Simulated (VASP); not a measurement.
The system is BeH4.

```xyz
5
Lattice="-2.2280 2.2280 2.2280 2.2280 -2.2280 2.2280 2.2280 2.2280 -2.2280" Properties=species:S:1:pos:R:3 pbc="T T T"
Be    0.0000    0.0000    0.0000
H     1.0903    1.0903    1.0903
H     1.1378    1.1378   -1.1378
H     1.1378   -1.1378    1.1378
H    -1.1378    1.1378    1.1378
```

The cell was generated, and may not be a known phase.

* Program: VASP 6.6.1
* Task: relaxation of cell and atoms
* Functional: PBE
* Potentials or basis: VASP PAW PBE potentials, release 64 (Be, H_h)
* Cutoff: 1230 eV
* k mesh: 6 × 6 × 6
* Occupations: gaussian, width 0.1 eV
* Spin: no spin polarisation

At the start: pressure -19.0 GPa; volume 8.85 Å³/atom.

Q: Where does the relaxation end?

A: Over 9 steps the energy falls by 354.8 meV/atom and the volume is 4.88 Å³/atom (-44.9 %); space group Im-3m (No. 229, to 0.1 Å) before and after.

Step by step:
```
step  energy change (eV)  largest force (eV/Å)  pressure (GPa)  volume (Å³)
   1              0.0000                0.0059          -19.02        44.24
   2             -0.7461                0.0665          -18.06        37.85
   3             -1.6971                0.3544            9.13        22.42
   4             -1.7468                0.2703           -2.90        25.50
   5             -1.7551                0.2915           -0.17        24.66
   6             -1.7543                0.2998            0.94        24.34
   7             -1.7711                0.1009            1.18        24.22
   8             -1.7729                0.0099            1.35        24.16
   9             -1.7742                0.0049            0.49        24.40
```

Final structure:
```
Be H
1.0
    -1.82710    1.82710    1.82710
     1.82710   -1.82710    1.82710
     1.82710    1.82710   -1.82710
Be H
1 4
Direct
  0.00000 0.00000 0.00000
  0.49983 0.49983 0.49983
  0.00000 0.00000 0.50017
  0.00000 0.50017 0.00000
  0.50017 0.00000 0.00000
```

Caveat: the volume moved by over 15 % at a fixed basis, so the end points are rough.
